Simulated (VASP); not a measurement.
A run of VASP 6.6.1:

File INCAR:

```
PREC = Accurate ; ENCUT = 520
EDIFF = 1E-6 ; ISMEAR = -1
SIGMA = 0.15 ; LREAL = F
LASPH = T ; NELM = 150
ALGO = Normal ; ISIF = 2
LWAVE = F ; LCHARG = F
ISPIN = 2 ; MAGMOM = 2 2
LORBIT = 11 ; LMAXMIX = 4
GGA = PS ; NBANDS = 21
```

Contents of KPOINTS:

```
Automatic mesh
0
Gamma
  15 15 8
```

Contents of POSCAR:

```
Ni
1.0
    2.4519730665      0.0000000000      0.0000000000
   -1.2259865333      2.1234709650      0.0000000000
    0.0000000000      0.0000000000      4.0134888253
Ni
2
Direct
    0.3333333333      0.6666666667      0.2500000000
    0.6666666667      0.3333333333      0.7500000000
```

Potentials or basis: VASP PAW PBE potentials, release 64 (Ni).

Launch:

```console
$ cat potpaw_PBE.64/Ni/POTCAR > POTCAR
$ mpirun -np 1 vasp_std > vasp.out
```

Hardware: 1 thread of Intel(R) Xeon(R) 6975P-C (Granite Rapids), with other jobs on the host.

**Question.** How long does it take, and how much memory?

**Answer.** Run time: 45 s on 1 thread of Intel(R) Xeon(R) 6975P-C (Granite Rapids), with other jobs on the host, peak memory 0.2 GiB. Counts: scf iterations 14, k points 135.
